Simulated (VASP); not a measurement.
Here is a VASP 6.6.1 calculation.

Contents of POSCAR:

```
Ge
1.0
    4.1155181624      0.0000000000      0.0000000000
   -2.0577590812      3.5641432784      0.0000000000
    0.0000000000      0.0000000000      6.8007922874
Ge
4
Direct
    0.6666666667      0.3333333333      0.0629814339
    0.3333333333      0.6666666667      0.5629814339
    0.6666666667      0.3333333333      0.4370185661
    0.3333333333      0.6666666667      0.9370185661
```

INCAR.step1

```
ALGO = Normal
EDIFF = 1E-4
ENCUT = 520
GGA = PE
ISMEAR = 0
LASPH = T
LCHARG = F
LREAL = F
LWAVE = T
NBANDS = 36
NELM = 80
PREC = Accurate
SIGMA = 0.03
```

INCAR.step2

```
ALGO = Normal
EDIFF = 1E-6
ENCUT = 520
ISIF = 2
ISMEAR = 0
ISTART = 1
LASPH = T
LCHARG = F
LMIXTAU = T
LREAL = F
LWAVE = F
METAGGA = R2SCAN
NBANDS = 36
NELM = 80
PREC = Accurate
SIGMA = 0.03
```

KPOINTS

```
k-points
0
Gamma
  12 12 6
```

Potentials or basis: VASP PAW PBE potentials, release 64 (Ge_d).

Launch:

```sh
$ cat potpaw_PBE.64/Ge_d/POTCAR > POTCAR
$ cp INCAR.step1 INCAR
$ mpirun -np 1 vasp_std > vasp.out
$ cp INCAR.step2 INCAR
$ mpirun -np 1 vasp_std > vasp.out
```

**Question.** Predict the pressure.

**Answer.** -5.1 GPa.

**Question.** Predict the largest force.

**Answer.** 0.023 eV/Å.

**Question.** Predict the band gap on the k mesh.

**Answer.** 0.09 eV (least direct gap 0.10 eV).

Forces in eV/Å, atoms in the order of the input:
```
Ge   0.000  0.000 -0.023
Ge   0.000  0.000 -0.023
Ge   0.000  0.000  0.023
Ge   0.000  0.000  0.023
```

Caveat: the cell differs from its parent crystal (strain +0.030 along x and y, +0.030 along z); the cell stands under tension; the PAW data sets were made with another functional, which shifts forces and pressure a little. A k mesh can miss the band edges.
